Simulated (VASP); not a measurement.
# AgS (Fm-3m) in VASP: notebook

AgS is run at these levels: PBE; tasks: single point.

Program: VASP 6.6.1. These are calculated values, not measurements. Logs are shortened: lines on timing, memory, paths and dates and some standing lists are left out, and cuts for length are marked.

## (1) The cell of the first run

The structure is cubic, space group Fm-3m (No. 225). Conventional cell: a = 5.453 Å, b = 5.453 Å, c = 5.453 Å, α = 90.00°, β = 90.00°, γ = 90.00°. Within 3.6 Å of Ag (site symmetry m-3m) lie 6 S at 2.73 Å. Within 3.6 Å of S (site symmetry m-3m) lie 6 Ag at 2.73 Å.

## (2) Single point, PBE (volume scaled by 1.10)

Contents of INCAR:

```
PREC = Accurate ; ENCUT = 520
EDIFF = 1E-7 ; ISMEAR = 0
SIGMA = 0.1 ; LREAL = F
LASPH = T ; NELM = 60
ALGO = Normal ; ISIF = 2
LWAVE = F ; LCHARG = F
GGA = PE ; NBANDS = 16
```

Contents of KPOINTS:

```
Automatic mesh
0
Gamma
  18 18 18
```

Contents of POSCAR:

```
AgS
1.0
    0.0000000000      2.7267078794      2.7267078794
    2.7267078794      0.0000000000      2.7267078794
    2.7267078794      2.7267078794      0.0000000000
Ag S
1 1
Direct
    0.0000000000      0.0000000000      0.0000000000
    0.5000000000      0.5000000000      0.5000000000
```

Potentials or basis: VASP PAW PBE potentials, release 64 (Ag, S).

Command:

```console
> cat potpaw_PBE.64/Ag/POTCAR potpaw_PBE.64/S/POTCAR > POTCAR
> mpirun -np 1 vasp_std > vasp.out
```

OUTCAR:

```text
PREC = Accurate
   ENCUT = 520
   EDIFF = 1E-7
   ISMEAR = 0
   LREAL = F
   LASPH = T
   NELM = 60
   ISIF = 2
   GGA = PE

 ion  position               nearest neighbor table
   1  0.000  0.000  0.000-   2 2.73   2 2.73   2 2.73   2 2.73   2 2.73   2 2.73
   2  0.500  0.500  0.500-   1 2.73   1 2.73   1 2.73   1 2.73   1 2.73   1 2.73

  LATTYP: Found a face centered cubic cell.
 ALAT       =     5.4534157588

  Lattice vectors:

 A1 = (   0.0000000000,   2.7267078794,   2.7267078794)
 A2 = (   2.7267078794,   0.0000000000,   2.7267078794)
 A3 = (   2.7267078794,   2.7267078794,   0.0000000000)

Analysis of symmetry for initial positions (statically):
=====================================================================
 Subroutine PRICEL returns:
 Original cell was already a primitive cell.

 Routine SETGRP: Setting up the symmetry group for a
 face centered cubic supercell.

 Subroutine GETGRP returns: Found 48 space group operations
 (whereof 48 operations were pure point group operations)
 out of a pool of 48 trial point group operations.

The static configuration has the point symmetry O_h .

Analysis of symmetry for dynamics (positions and initial velocities):
=====================================================================
 Subroutine PRICEL returns:
 Original cell was already a primitive cell.

 Routine SETGRP: Setting up the symmetry group for a
 face centered cubic supercell.

 Subroutine GETGRP returns: Found 48 space group operations
 (whereof 48 operations were pure point group operations)
 out of a pool of 48 trial point group operations.

The dynamic configuration has the point symmetry O_h .

 Subroutine INISYM returns: Found 48 space group operations
 (whereof 48 operations are pure point group operations),
 and found     1 'primitive' translations

----------------------------------------------------------------------------------------

                                     Primitive cell

  volume of cell :      40.5458

  direct lattice vectors                    reciprocal lattice vectors
     0.000000000  2.726707879  2.726707879    -0.183371312  0.183371312  0.183371312
     2.726707879  0.000000000  2.726707879     0.183371312 -0.183371312  0.183371312
     2.726707879  2.726707879  0.000000000     0.183371312  0.183371312 -0.183371312

  length of vectors
     3.856147264  3.856147264  3.856147264     0.317608428  0.317608428  0.317608428

  position of ions in fractional coordinates (direct lattice)
     0.000000000  0.000000000  0.000000000
     0.500000000  0.500000000  0.500000000

  ion indices of the primitive-cell ions
   primitive index   ion index
                 1           1
                 2           2

----------------------------------------------------------------------------------------

 KPOINTS: Automatic mesh

Automatic generation of k-mesh.
 Grid dimensions read from file:
 generate k-points for:   18   18   18

 Generating k-lattice:

  Cartesian coordinates                     Fractional coordinates (reciprocal lattice)
    -0.010187295  0.010187295  0.010187295     0.055555556  0.000000000  0.000000000
     0.010187295 -0.010187295  0.010187295     0.000000000  0.055555556  0.000000000
     0.010187295  0.010187295 -0.010187295     0.000000000  0.000000000  0.055555556

  Length of vectors
     0.017644913  0.017644913  0.017644913

  Shift w.r.t. Gamma in fractional coordinates (k-lattice)
     0.000000000  0.000000000  0.000000000

 Subroutine IBZKPT returns following result:
 ===========================================

 Found    195 irreducible k-points:

 Following reciprocal coordinates:
            Coordinates               Weight
  0.000000  0.000000  0.000000      1.000000
  0.055556  0.000000  0.000000      8.000000
  0.111111  0.000000  0.000000      8.000000
  0.166667  0.000000  0.000000      8.000000
  0.222222  0.000000  0.000000      8.000000
  0.277778  0.000000  0.000000      8.000000
[... 16 lines left out ...]
 -0.277778  0.055556  0.000000     24.000000
 -0.222222  0.055556  0.000000     24.000000
 [... further k-points ...]
   k-points           NKPTS =    195   k-points in BZ     NKDIM =    195   number of bands    NBANDS=     16
   number of dos      NEDOS =    301   number of ions     NIONS =      2
   total plane-waves  NPLWV =  27000
   dimension x,y,z NGX =    30 NGY =   30 NGZ =   30
   dimension x,y,z NGXF=    60 NGYF=   60 NGZF=   60
   ions per type =               1   1
   NGX,Y,Z   is equivalent  to a cutoff of  12.93, 12.93, 12.93 a.u.
   NGXF,Y,Z  is equivalent  to a cutoff of  25.87, 25.87, 25.87 a.u.
 SYSTEM =  unknown system
   PREC   = accura    normal or accurate (medium, high low for compatibility)
   ISTART =      0    job   : 0-new  1-cont  2-samecut
   ICHARG =      2    charge: 1-file 2-atom 10-const
   ISPIN  =      1    spin polarized calculation?
   LNONCOLLINEAR =      F non collinear calculations
   LSORBIT =      F    spin-orbit coupling
   LASPH  =      T    aspherical Exc in radial PAW
   ENCUT  =  520.0 eV  38.22 Ry    6.18 a.u.   7.17  7.17  7.17*2*pi/ulx,y,z
   NELM   =     60;   NELMIN=  2; NELMDL= -5     # of ELM steps
   EDIFF  = 0.1E-06   stopping-criterion for ELM
   LREAL  =      F    real-space projection
   EDIFFG = 0.1E-05   stopping-criterion for IOM
   NSW    =      0    number of steps for IOM
   IBRION =     -1    ionic relax: 0-MD 1-quasi-New 2-CG
   NFREE  =      0    steps in history (QN), initial steepest desc. (CG)
   ISIF   =      2    stress and relaxation
   ISYM   =      2    0-nonsym 1-usesym 2-fastsym
   POTIM  = 0.5000    time-step for ionic-motion
   TEBEG  =    0.0;   TEEND  =   0.0 temperature during run
   PSTRESS=    0.0 pullay stress
   NELECT =      17.0000    total number of electrons
   NUPDOWN=      -1.0000    fix difference up-down
   EMIN   =  10.00;   EMAX   =-10.00  energy-range for DOS
   EFERMI =   0.00;   METHOD = LEGACY
   ISMEAR =     0;   SIGMA  =   0.10  broadening in eV -4-tet -1-fermi 0-gaus
   EFERMI_NEDOS =   21; number of points for ismear=-14 and -15
   IALGO  =     38    algorithm
   IMIX   =      4    mixing-type and parameters
     AMIX     =   0.40;   BMIX     =  1.00
     AMIX_MAG =   1.60;   BMIX_MAG =  1.00
  volume/ion in A,a.u.               =      20.27       136.81
  Fermi-wavevector in a.u.,A,eV,Ry     =   1.225300  2.315482 20.427253  1.501361
  Thomas-Fermi vector in A             =   2.360343
   LORBIT       =      0    0 simple, 1 ext, 2 COOP (PROOUT), +10 PAW based schemes
   GGA     = PE    functional components
   LHFCALC =     F    Hartree Fock is set to
   AEXX    =    0.0000 exact exchange contribution
   IVDW    =     0    specifies the selected vdW correction
   LEPSILON=     F    determine dielectric tensor
   LRPA    =     F    only Hartree local field effects (RPA)
 non-spin polarized calculation
 Gauss-broadening in eV      SIGMA  =   0.10
  energy-cutoff  :      520.00
  volume of cell :       40.55
 maximum number of plane-waves:      1113
 NGX is ok and might be reduce to    30
   NGX = 15   NGY = 15   NGZ = 15

 number of electron      17.0000000 magnetization

 Free energy of the ion-electron system (eV)
  ---------------------------------------------------
  ext. energy  EPLUGINS =         0.00000000
  ---------------------------------------------------
  free energy    TOTEN  =        -6.60933945 eV

  energy without entropy =       -6.60310048  energy(sigma->0) =       -6.60621997

 E-fermi :   4.8339     XC(G=0): -10.4168

 val. band max:        4.8195003621   @ k =   0.3889   0.1667   0.0000
 cond. band min:       4.8456917054   @ k =  -0.3889   0.1111   0.0000
 fundamental gap:      0.0261913432
 Fermi energy:         4.8338951961

 k-point     1 :       0.0000    0.0000    0.0000
  band No.  band energies     occupation
      1      -7.9827      2.00000
      2       1.2180      2.00000
      3       1.2180      2.00000
      4       1.2502      2.00000
      5       1.2502      2.00000
      6       1.2502      2.00000
[... 8 lines left out ...]
     15      18.0783      0.00000
     16      18.0800      0.00000

 k-point     2 :       0.0556    0.0000    0.0000
  band No.  band energies     occupation
      1      -7.9587      2.00000
      2       1.1769      2.00000
      3       1.1769      2.00000
      4       1.2312      2.00000
      5       1.2587      2.00000
      6       1.2587      2.00000
[... 8 lines left out ...]
     15      17.1869      0.00000
     16      17.1869      0.00000

 k-point     3 :       0.1111    0.0000    0.0000
  band No.  band energies     occupation
      1      -7.8883      2.00000
      2       1.0606      2.00000
      3       1.0606      2.00000
      4       1.1645      2.00000
      5       1.2899      2.00000
      6       1.2899      2.00000
[... 8 lines left out ...]
     15      16.5141      0.00000
     16      17.2630      0.00000

 k-point     4 :       0.1667    0.0000    0.0000
  band No.  band energies     occupation
      1      -7.7764      2.00000
      2       0.9009      2.00000
      3       0.9009      2.00000
      4       1.0210      2.00000
      5       1.3395      2.00000
      6       1.3395      2.00000
[... 8 lines left out ...]
     15      16.2896      0.00000
     16      17.2365      0.00000
[... 324 lines left out ...]
 k-point    22 :      -0.3333    0.0556    0.0000
  band No.  band energies     occupation
      1      -7.2389      2.00000
      2      -0.0779      2.00000
      3       0.3502      2.00000
      4       0.4655      2.00000
      5       1.5333      2.00000
      6       1.5731      2.00000
[... 8 lines left out ...]
     15      17.4793      0.00000
     16      17.9349      0.00000

 k-point    23 :      -0.2778    0.0556    0.0000
  band No.  band energies     occupation
      1      -7.3982      2.00000
      2       0.2454      2.00000
      3       0.4616      2.00000
      4       0.6292      2.00000
      5       1.4691      2.00000
      6       1.5161      2.00000
[... 8 lines left out ...]
     15      17.3352      0.00000
     16      17.5767      0.00000

 k-point    24 :      -0.2222    0.0556    0.0000
  band No.  band energies     occupation
      1      -7.5629      2.00000
      2       0.5543      2.00000
      3       0.6034      2.00000
      4       0.8269      2.00000
      5       1.4030      2.00000
      6       1.4507      2.00000
[... 8 lines left out ...]
     15      17.1177      0.00000
     16      17.4837      0.00000

 [... further k-points ...]

------------------------ aborting loop because EDIFF is reached ----------------------------------------

  FORCE on cell =-STRESS in cart. coord.  units (eV):
  Direction    XX          YY          ZZ          XY          YZ          ZX
  --------------------------------------------------------------------------------------
  -------------------------------------------------------------------------------------
  Total       -1.5997080     -1.5997080     -1.5997080      0.0000000      0.0000000      0.0000000
  in kB      -63.2128629    -63.2128629    -63.2128629      0.0000000      0.0000000      0.0000000
  external PRESSURE =     -63.2128629 kB  Pullay stress =       0.0000000 kB

 VOLUME and BASIS-vectors are now :
 -----------------------------------------------------------------------------
  energy-cutoff  :      520.00
  volume of cell :       40.55
      direct lattice vectors                 reciprocal lattice vectors
     0.000000000  2.726707879  2.726707879    -0.183371312  0.183371312  0.183371312
     2.726707879  0.000000000  2.726707879     0.183371312 -0.183371312  0.183371312
     2.726707879  2.726707879  0.000000000     0.183371312  0.183371312 -0.183371312

 POSITION                                       TOTAL-FORCE (eV/Angst)
 -----------------------------------------------------------------------------------
      0.00000      0.00000      0.00000         0.000000     -0.000000      0.000000
      2.72671      2.72671      2.72671        -0.000000      0.000000     -0.000000
 -----------------------------------------------------------------------------------
    total drift:                               -0.000000      0.000000      0.000000

  FREE ENERGIE OF THE ION-ELECTRON SYSTEM (eV)
  ---------------------------------------------------
  free  energy   TOTEN  =        -6.6093394536 eV

  energy  without entropy=       -6.6031004770  energy(sigma->0) =       -6.60621997
```

Wall time 2 min (1 thread of Intel Xeon Platinum 8488C (Sapphire Rapids), shared host); peak memory 0.26 GiB.

What came out:

| Item | Value |
| --- | --- |
| Free energy | -6.6093 eV |
| Pressure | -6.3 GPa |

Caveat: the cell differs from its parent crystal (volume scaled by 1.10).

## (3) Single point, PBE

This run uses another cell than the first one, of 18.59 Å³/atom, 0.917 times its volume.

Contents of INCAR:

```
SYSTEM = AgS
PREC = Accurate ; ENCUT = 520
EDIFF = 1E-6 ; ISMEAR = 0
SIGMA = 0.1 ; LREAL = .FALSE.
LASPH = .TRUE. ; NELM = 80
ALGO = Normal ; ISIF = 2
LWAVE = .FALSE. ; LCHARG = .FALSE.
GGA = PE ; NBANDS = 16
```

Contents of KPOINTS:

```
Automatic mesh
0
G
  6 6 6
  0 0 0
```

Contents of POSCAR:

```
AgS
1.0
    0.0000000000      2.6488772113      2.6488772113
    2.6488772113      0.0000000000      2.6488772113
    2.6488772113      2.6488772113      0.0000000000
Ag S
1 1
Direct
    0.0000000000      0.0000000000      0.0000000000
    0.5000000000      0.5000000000      0.5000000000
```

Potentials or basis: VASP PAW PBE potentials, release 64 (Ag, S).

Command:

```console
> cat potpaw_PBE.64/Ag/POTCAR potpaw_PBE.64/S/POTCAR > POTCAR
> mpirun -np 1 vasp_std > vasp.out
```

Run time: 6.1 s. Hardware: 1 thread of Intel Xeon Platinum 8488C (Sapphire Rapids), shared host; peak memory 0.14 GiB.

Results (log left out):

| Property | Result |
| --- | --- |
| Free energy | -6.6450 eV |
| Pressure | -0.5 GPa |

Levels at points of the mesh, in eV from the Fermi level:
| k point | band 7 | band 8 | band 9 | band 10 | band 11 | band 12 |
| --- | --- | --- | --- | --- | --- | --- |
| (0.00, 0.00, 0.00) | -0.89 | -0.89 | -0.89 | 2.54 | 10.40 | 10.40 |
| (0.50, 0.00, 0.00) | -2.63 | 1.13 | 1.13 | 4.26 | 7.00 | 7.00 |
| (0.50, 0.50, 0.00) | -2.70 | -2.25 | -2.25 | 2.00 | 7.36 | 10.98 |

## (4) Single point, PBE

This run uses another cell than the first one, of 24.67 Å³/atom, 1.217 times its volume.

Contents of INCAR:

```
ALGO = Normal
EDIFF = 1E-6
ENCUT = 520
GGA = PE
ISIF = 2
ISMEAR = 0
LASPH = True
LCHARG = True
LELF = True
LREAL = False
LVHAR = True
LWAVE = False
NBANDS = 16
NELM = 60
PREC = Accurate
SIGMA = 0.1
```

Contents of KPOINTS:

```
k-points
0
Gamma
  6 6 6
```

Contents of POSCAR:

```
AgS
1.0
    0.0000000000      2.9110925800      2.9110925800
    2.9110925800      0.0000000000      2.9110925800
    2.9110925800      2.9110925800      0.0000000000
Ag S
1 1
Direct
    0.0000000000      0.0000000000      0.0000000000
    0.5000000000      0.5000000000      0.5000000000
```

Command:

```console
> cat potpaw_PBE.64/Ag/POTCAR potpaw_PBE.64/S/POTCAR > POTCAR
> mpirun -np 1 vasp_std > vasp.out
```

It took 8.6 s on 1 thread of Intel Xeon Platinum 8488C (Sapphire Rapids), shared host; peak memory 0.17 GiB.

The run converged. Its results:

- Free energy: -6.0629 eV
- Pressure: -11.2 GPa

Levels at points of the mesh, in eV from the Fermi level:
| k point | band 6 | band 7 | band 8 | band 9 | band 10 | band 11 | band 12 | band 13 |
| --- | --- | --- | --- | --- | --- | --- | --- | --- |
| (0.00, 0.00, 0.00) | -2.88 | -0.43 | -0.43 | -0.43 | 1.54 | 10.11 | 10.11 | 10.11 |
| (0.50, 0.00, 0.00) | -2.65 | -2.06 | 0.68 | 0.68 | 4.53 | 6.70 | 7.16 | 7.16 |
| (0.50, 0.50, 0.00) | -2.57 | -2.41 | -1.31 | -1.31 | 2.07 | 7.45 | 9.22 | 11.14 |

## (5) The runs side by side

| cell | k mesh | gap on the mesh (eV) | pressure (GPa) |
| --- | --- | --- | --- |
| a = 3.856 Å, angles 60.0°, 2 atoms | 18 × 18 × 18 | none | -6.3 |
| a = 3.746 Å, angles 60.0°, 2 atoms | 6 × 6 × 6 | none | -0.5 |
| a = 4.117 Å, angles 60.0°, 2 atoms | 6 × 6 × 6 | none | -11.2 |

Alike in all rows: task single point; level PBE; potentials or basis VASP PAW PBE potentials, release 64 (Ag, S); no spin polarisation; cutoff (eV) 520; smearing gaussian 0.1 eV.

Total energies depend on the potentials used, so only differences within one code and one set of settings carry meaning.
